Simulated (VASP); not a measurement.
# Ir (P6_3/mmc) in VASP: vibrations by perturbation theory with PBE

Aim: the vibrations by perturbation theory of Ir with PBE.

All numbers are computed with VASP 6.6.1; they aren't measurements. Logs are shortened: lines on timing, memory, paths and dates and some standing lists are left out, and cuts for length are marked.

### Step 1. The cell of the first run

The structure is hexagonal, space group P6_3/mmc (No. 194). Conventional cell: a = 2.732 Å, b = 2.732 Å, c = 4.428 Å, α = 90.00°, β = 90.00°, γ = 120.00°. Within 3.6 Å of Ir (site symmetry -6m2) lie 12 Ir at 2.72 to 2.73 Å.

### Step 2. Vibrations by perturbation theory, PBE

The input, INCAR:

```
SYSTEM = Ir
PREC = Accurate
ENCUT = 520
EDIFF = 1E-8
ISMEAR = -1
SIGMA = 0.15
LREAL = .False.
LASPH = .True.
NELM = 80
ALGO = Normal
ISIF = 2
LWAVE = .False.
LCHARG = .True.
GGA = PE
IBRION = 8
NSW = 1
```

The input, KPOINTS:

```
regular mesh
0
Gamma
  18 18 10
  0 0 0
```

The input, POSCAR:

```
Ir
1.0
    2.7323467156      0.0000000000      0.0000000000
   -1.3661733578      2.3662816677      0.0000000000
    0.0000000000      0.0000000000      4.4278475092
Ir
2
Direct
    0.6666666667      0.3333333333      0.7500000000
    0.3333333333      0.6666666667      0.2500000000
```

Potentials or basis: VASP PAW PBE potentials, release 64 (Ir).

Launch:

```bash
$ cat potpaw_PBE.64/Ir/POTCAR > POTCAR
$ mpirun -np 1 vasp_std > vasp.out
```

OUTCAR:

```text
SYSTEM = Ir
   PREC = Accurate
   ENCUT = 520
   EDIFF = 1E-8
   ISMEAR = -1
   LREAL = .False.
   LASPH = .True.
   NELM = 80
   ISIF = 2
   GGA = PE
   IBRION = 8
   NSW = 1

 ion  position               nearest neighbor table
   1  0.667  0.333  0.750-   2 2.72   2 2.72   2 2.72   2 2.72   2 2.72   2 2.72
   2  0.333  0.667  0.250-   1 2.72   1 2.72   1 2.72   1 2.72   1 2.72   1 2.72

  LATTYP: Found a hexagonal cell.
 ALAT       =     2.7323467156
 C/A-ratio  =     1.6205291532

  Lattice vectors:

 A1 = (   2.7323467156,   0.0000000000,   0.0000000000)
 A2 = (  -1.3661733578,   2.3662816677,   0.0000000000)
 A3 = (   0.0000000000,   0.0000000000,   4.4278475092)

Analysis of symmetry for initial positions (statically):
=====================================================================
 Subroutine PRICEL returns:
 Original cell was already a primitive cell.

 Routine SETGRP: Setting up the symmetry group for a
 hexagonal supercell.

 Subroutine GETGRP returns: Found 24 space group operations
 (whereof 12 operations were pure point group operations)
 out of a pool of 24 trial point group operations.

The static configuration has the point symmetry D_3d.
 The point group associated with its full space group is D_6h.

Analysis of symmetry for dynamics (positions and initial velocities):
=====================================================================
 Subroutine PRICEL returns:
 Original cell was already a primitive cell.

 Routine SETGRP: Setting up the symmetry group for a
 hexagonal supercell.

 Subroutine GETGRP returns: Found 24 space group operations
 (whereof 12 operations were pure point group operations)
 out of a pool of 24 trial point group operations.

The dynamic configuration has the point symmetry D_3d.
 The point group associated with its full space group is D_6h.

 Subroutine INISYM returns: Found 24 space group operations
 (whereof 12 operations are pure point group operations),
 and found     1 'primitive' translations

----------------------------------------------------------------------------------------

                                     Primitive cell

  volume of cell :      28.6283

  direct lattice vectors                    reciprocal lattice vectors
     2.732346716  0.000000000  0.000000000     0.365985764  0.211301979  0.000000000
    -1.366173358  2.366281668  0.000000000     0.000000000  0.422603959  0.000000000
     0.000000000  0.000000000  4.427847509     0.000000000  0.000000000  0.225843369

  length of vectors
     2.732346716  2.732346716  4.427847509     0.422603959  0.422603959  0.225843369

  position of ions in fractional coordinates (direct lattice)
     0.666666667  0.333333333  0.750000000
     0.333333333  0.666666667  0.250000000

  ion indices of the primitive-cell ions
   primitive index   ion index
                 1           1
                 2           2

----------------------------------------------------------------------------------------

 KPOINTS: regular mesh

Automatic generation of k-mesh.
 Grid dimensions read from file:
 generate k-points for:   18   18   10

 Generating k-lattice:

  Cartesian coordinates                     Fractional coordinates (reciprocal lattice)
     0.020332542  0.011738999  0.000000000     0.055555556  0.000000000  0.000000000
     0.000000000  0.023477998  0.000000000     0.000000000  0.055555556  0.000000000
     0.000000000  0.000000000  0.022584337     0.000000000  0.000000000  0.100000000

  Length of vectors
     0.023477998  0.023477998  0.022584337

  Shift w.r.t. Gamma in fractional coordinates (k-lattice)
     0.000000000  0.000000000  0.000000000

 Subroutine IBZKPT returns following result:
[... 98 lines left out ...]
 E-fermi :  10.3142     XC(G=0): -13.9175

 val. band max:       10.3107636887   @ k =   0.3333   0.0556   0.4000
 cond. band min:      10.3168489002   @ k =   0.0556  -0.0000   0.4000
 fundamental gap:      0.0060852114
 Fermi energy:        10.3142351860

 k-point     1 :       0.0000    0.0000    0.0000
  band No.  band energies     occupation
      1      -0.7900      2.00000
      2       2.2521      2.00000
      3       6.4453      2.00000
      4       6.5381      2.00000
      5       6.5381      2.00000
      6       7.1880      2.00000
      7       7.1880      2.00000
      8       7.9736      2.00000
      9       7.9736      2.00000
     10       9.5358      1.98892
     11      10.5955      0.26592
     12      10.5955      0.26592
     13      17.3159      0.00000
[... 354 lines left out ...]
  band No.  band energies     occupation
      1       3.2060      2.00000
      2       3.2971      2.00000
      3       3.6262      2.00000
      4       6.1428      2.00000
      5       6.3155      2.00000
      6       6.8003      2.00000
      7       7.3773      2.00000
      8      10.4967      0.45715
      9      10.9541      0.02770
     10      11.0828      0.01183
     11      12.8417      0.00000
     12      15.9776      0.00000
     13      18.4337      0.00000

 [... further k-points ...]

------------------------ aborting loop because EDIFF is reached ----------------------------------------

  FORCE on cell =-STRESS in cart. coord.  units (eV):
  Direction    XX          YY          ZZ          XY          YZ          ZX
  --------------------------------------------------------------------------------------
  -------------------------------------------------------------------------------------
  Total        1.3541215      1.3541215      1.3620891      0.0000000     -0.0000000      0.0000000
  in kB       75.7832680     75.7832680     76.2291737      0.0000000     -0.0000000      0.0000000
  external PRESSURE =      75.9319033 kB  Pullay stress =       0.0000000 kB

 VOLUME and BASIS-vectors are now :
 -----------------------------------------------------------------------------
  energy-cutoff  :      520.00
  volume of cell :       28.63
      direct lattice vectors                 reciprocal lattice vectors
     2.732346716  0.000000000  0.000000000     0.365985764  0.211301979  0.000000000
    -1.366173358  2.366281668  0.000000000     0.000000000  0.422603959  0.000000000
     0.000000000  0.000000000  4.427847509     0.000000000  0.000000000  0.225843369

 POSITION                                       TOTAL-FORCE (eV/Angst)
 -----------------------------------------------------------------------------------
      1.36617      0.78876      3.32089         0.000000     -0.000000      0.000000
     -0.00000      1.57752      1.10696        -0.000000      0.000000      0.000000
 -----------------------------------------------------------------------------------
    total drift:                               -0.000000      0.000000     -0.000000

  FREE ENERGIE OF THE ION-ELECTRON SYSTEM (eV)
  ---------------------------------------------------
  free  energy   TOTEN  =       -17.6283057978 eV

  energy  without entropy=      -17.4509488827  energy(sigma->0) =      -17.53962734

[... ionic steps 2 to 3 ...]

--------------------------------------- Ionic step        4  -------------------------------------------

------------------------ aborting loop because EDIFF is reached ----------------------------------------

[... ionic steps 5 to 5 ...]

--------------------------------------- Ionic step        6  -------------------------------------------

 Free energy of the ion-electron system (eV)
  ---------------------------------------------------
  ---------------------------------------------------
  free energy    TOTEN  =        -0.21380065 eV

  energy without entropy =       -0.21380065

------------------------ aborting loop because EDIFF is reached ----------------------------------------

 INTERNAL STRAIN TENSOR  FOR ION    1  DIRECTION 3   (eV/Angst):
 -----------------------------------------------------------------------------
     0.06235  0.00000  0.00000
     0.00000  0.06235  0.00000
    -0.00000 -0.00000 -0.11505

 INTERNAL STRAIN TENSOR FOR ION    2 for displacements in x,y,z  (eV/Angst):
          X           Y           Z          XY          YZ          ZX
  --------------------------------------------------------------------------------
  x     0.00000     0.00000     0.00000    -1.54074     0.00000     0.00000
  y    -1.54074     1.54074    -0.00000     0.00000     0.00000     0.00000
  z    -0.00000    -0.00000     0.00000     0.00000    -0.00000     0.00000

 SECOND DERIVATIVES (NOT SYMMETRIZED)
 ------------------------------------
               1X          1Y          1Z          2X          2Y          2Z
  1X    -5.047109    0.000000    0.000000    5.047109    0.000000    0.000000
  1Y     0.000000   -5.047109    0.000000    0.000000    5.047109    0.000000
  1Z     0.000000   -0.000000  -14.461236    0.000000    0.000000   14.461236
  2X     5.047109    0.000000    0.000000   -5.047109    0.000000    0.000000
  2Y     0.000000    5.047109    0.000000    0.000000   -5.047109    0.000000
  2Z     0.000000    0.000000   14.461236    0.000000   -0.000000  -14.461236

 Eigenvectors and eigenvalues of the dynamical matrix
 ----------------------------------------------------

   1 f  =    6.064139 THz    38.102109 2PiTHz  202.277905 cm-1    25.079253 meV
             X         Y         Z           dx          dy          dz
      1.366173  0.788761  3.320886     0.000000    0.000000    0.707107
     -0.000000  1.577521  1.106962     0.000000    0.000000   -0.707107
[... 11 lines left out ...]
   4 f  =    0.000000 THz     0.000000 2PiTHz    0.000000 cm-1     0.000000 meV
             X         Y         Z           dx          dy          dz
      1.366173  0.788761  3.320886     0.000000    0.000000    0.707107
     -0.000000  1.577521  1.106962     0.000000    0.000000    0.707107

   5 f/i=    0.000000 THz     0.000000 2PiTHz    0.000001 cm-1     0.000000 meV
             X         Y         Z           dx          dy          dz
      1.366173  0.788761  3.320886    -0.109067    0.698645   -0.000000
     -0.000000  1.577521  1.106962    -0.109067    0.698645    0.000000

   6 f/i=    0.000000 THz     0.000000 2PiTHz    0.000002 cm-1     0.000000 meV
             X         Y         Z           dx          dy          dz
      1.366173  0.788761  3.320886    -0.698645   -0.109067    0.000000
     -0.000000  1.577521  1.106962    -0.698645   -0.109067    0.000000

--------------------------------------------------------------------------------------------------------

 ELASTIC MODULI CONTR FROM IONIC RELAXATION (kBar)
 Direction    XX          YY          ZZ          XY          YZ          ZX
 --------------------------------------------------------------------------------
 XX         -26.3228     26.3228     -0.0000      0.0000     -0.0000      0.0000
 YY          26.3228    -26.3228      0.0000      0.0000     -0.0000      0.0000
 ZZ          -0.0000      0.0000     -0.0000      0.0000      0.0000      0.0000
 XY           0.0000      0.0000      0.0000    -26.3228      0.0000      0.0000
 YZ          -0.0000     -0.0000      0.0000      0.0000     -0.0000      0.0000
 ZX           0.0000      0.0000      0.0000      0.0000      0.0000      0.0000
 --------------------------------------------------------------------------------
```

Run time: 13 min. Hardware: 1 thread of Oxide Virtual Turin-like, shared host; peak memory 0.72 GiB.

What came out:

| Quantity | Value |
| --- | --- |
| Highest phonon frequency at Γ | 202 cm⁻¹ |

Phonon frequencies in cm⁻¹ (negative: imaginary):
```
              q point        frequencies
(0.000, 0.000, 0.000)  0 0 0 119 119 202
```

Caveat: the cell wasn't relaxed at this level first, which shifts response properties; spin-orbit coupling is left out, which moves the levels of the heavy elements.
